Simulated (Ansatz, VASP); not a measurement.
Given: the input of a run of VASP 6.6.1 on NbP.

File POSCAR:

```
NbP
1.0
   -1.6636818200      1.6636818200      5.7015827992
    1.6636818200     -1.6636818200      5.7015827992
    1.6636818200      1.6636818200     -5.7015827992
Nb P
2 2
Direct
    0.2498808000      0.7498808000      0.5000000000
    0.4998808000      0.4998808000      0.0000000000
    0.8327477700      0.3327477700      0.5000000000
    0.0827477700      0.0827477700      0.0000000000
```

File INCAR.step1:

```
SYSTEM = NbP
PREC = Accurate ; ENCUT = 520
ISMEAR = -1 ; SIGMA = 0.05
LREAL = .False. ; LASPH = .True.
NELM = 80 ; NBANDS = 26
GGA = PE ; ALGO = Normal
EDIFF = 1E-4 ; LWAVE = .True.
LCHARG = .False.
```

INCAR.step2

```
SYSTEM = NbP
PREC = Accurate ; ENCUT = 520
EDIFF = 1E-6 ; ISMEAR = -1
SIGMA = 0.05 ; LREAL = .False.
LASPH = .True. ; NELM = 80
ALGO = Normal ; ISIF = 2
LWAVE = .False. ; LCHARG = .False.
METAGGA = R2SCAN ; LMIXTAU = .True.
NBANDS = 26 ; ISTART = 1
```

The input KPOINTS:

```
regular mesh
0
Gamma
  11 11 11
  0 0 0
```

Potentials or basis: VASP PAW PBE potentials, release 64 (Nb_sv, P).

Command:

```console
$ cat potpaw_PBE.64/Nb_sv/POTCAR potpaw_PBE.64/P/POTCAR > POTCAR
$ cp INCAR.step1 INCAR
$ mpirun -np 1 vasp_std > vasp.out
$ cp INCAR.step2 INCAR
$ mpirun -np 1 vasp_std > vasp.out
```

Set up the same calculation for Ansatz 0.2.0. Potentials there: Ansatz PAW.

As run (the cutoff follows the program's own potentials):

input.yaml

```yaml
crystal:
  lattice:
    - [-1.66368182, 1.66368182, 5.7015827992]
    - [1.66368182, -1.66368182, 5.7015827992]
    - [1.66368182, 1.66368182, -5.7015827992]
  atoms:
    - { symbol: Nb, position: [0.2498808, 0.7498808, 0.5] }
    - { symbol: Nb, position: [0.4998808, 0.4998808, 0.0] }
    - { symbol: P, position: [0.83274777, 0.33274777, 0.5] }
    - { symbol: P, position: [0.08274777, 0.08274777, 0.0] }
hamiltonian:
  xc: r2scan
  pseudopotentials: { kind: paw }
kpoints:
  mp_grid: { grid: [11, 11, 11] }
scf:
  occupations: { method: fermi_dirac, width: 0.05 }
output:
  forces: true
  stress: true
  eigenvalues: true
```

Potentials or basis: Ansatz PAW.

The run is started by

```console
$ ansatz run input.yaml --threads 2 --pin off --max-ram 5632MiB --backend cpu --events-out ev --progress --plain --runs-dir out
```

Both were run:

|  | VASP | Ansatz | Ansatz less VASP |
| --- | --- | --- | --- |
| pressure (GPa) | 1.9 | 2.4 | +0.43 |
| traceless stress, the component that is largest in VASP (GPa) | -0.15 | -0.19 | -0.044 |

VASP's potentials were made for PBE, not for r2SCAN.
